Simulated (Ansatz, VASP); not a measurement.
**Ta: VASP beside Ansatz**

File POSCAR:

```
Ta
1.0
    3.0092917668      0.0000000000      0.0000000000
   -1.5046458834      2.6061231175      0.0000000000
    0.0000000000      0.0000000000     10.2308672100
Ta
4
Direct
    0.0000000000      0.0000000000      0.0000000000
    0.0000000000      0.0000000000      0.5000000000
    0.3333333333      0.6666666667      0.2500000000
    0.6666666667      0.3333333333      0.7500000000
```

The input INCAR.step1:

```
SYSTEM = Ta
PREC     = Accurate       ! precision mode
ENCUT    = 520            ! plane-wave cutoff, eV
ISMEAR   = -1             ! smearing method
SIGMA    = 0.1            ! smearing width, eV
LREAL    = .False.        ! projectors in reciprocal space
LASPH    = .True.         ! aspherical terms in the spheres
NELM     = 60             ! most SCF steps
NBANDS   = 30             ! bands
GGA      = PE             ! functional
ALGO     = Normal         ! electronic algorithm
EDIFF    = 1E-4           ! SCF threshold, eV
LWAVE    = .True.         ! write WAVECAR
LCHARG   = .False.        ! write CHGCAR
```

The input INCAR.step2:

```
SYSTEM = Ta
PREC     = Accurate       ! precision mode
ENCUT    = 520            ! plane-wave cutoff, eV
EDIFF    = 1E-6           ! SCF threshold, eV
ISMEAR   = -1             ! smearing method
SIGMA    = 0.1            ! smearing width, eV
LREAL    = .False.        ! projectors in reciprocal space
LASPH    = .True.         ! aspherical terms in the spheres
NELM     = 60             ! most SCF steps
ALGO     = Normal         ! electronic algorithm
ISIF     = 2              ! what is computed and relaxed
LWAVE    = .False.        ! write WAVECAR
LCHARG   = .False.        ! write CHGCAR
METAGGA  = R2SCAN         ! meta-GGA
LMIXTAU  = .True.       
NBANDS   = 30             ! bands
ISTART   = 1
```

KPOINTS

```
Automatic mesh
0
Gamma
  14 14 4
  0 0 0
```

Input for Ansatz:

```yaml
crystal:
  lattice:
    - [3.0092917668, 0.0, 0.0]
    - [-1.5046458834, 2.6061231175, 0.0]
    - [0.0, 0.0, 10.23086721]
  atoms:
    - { symbol: Ta, position: [0.0, 0.0, 0.0] }
    - { symbol: Ta, position: [0.0, 0.0, 0.5] }
    - { symbol: Ta, position: [0.3333333333, 0.6666666667, 0.25] }
    - { symbol: Ta, position: [0.6666666667, 0.3333333333, 0.75] }
hamiltonian:
  xc: r2scan
  pseudopotentials:
    kind: paw
    azcp:
      Ta: "pseudopotentials/Ta.paw.azcp"
basis:
  ecutwfc: 500
  fft_grid_basis: typed
kpoints:
  mp_grid: { grid: [14, 14, 4], shift: [0, 0, 0] }
magnetization:
  spin_polarized: false
scf:
  occupations: { method: fermi_dirac, width: 0.1 }
  lower_state_search: "off"
output:
  stress: true
```

Alike in both runs: task single point; functional r2SCAN; k mesh 14 × 14 × 4; occupations fermi-dirac, width 0.1 eV; no spin polarisation.

|  | VASP | Ansatz |
| --- | --- | --- |
| version | VASP 6.6.1 | Ansatz 0.2.0 |
| potentials or method | VASP PAW PBE potentials, release 64 (Ta_pv), cutoff 520 eV | plane waves (500 eV) with PAW, scalar-relativistic |
| valence electrons in the cell | 44 | 52 |

|  | VASP | Ansatz | Ansatz less VASP |
| --- | --- | --- | --- |
| pressure (GPa) | -13.0 | -13.3 | -0.36 |
| traceless stress, the component that is largest in VASP (GPa) | -0.07 | -0.11 | -0.040 |

VASP's potentials were made for PBE, not for r2SCAN. VASP's potentials hold 44 valence electrons a cell and Ansatz's 52, so a difference there can come from the potentials and not from the codes.

Neither program's run includes spin-orbit coupling.
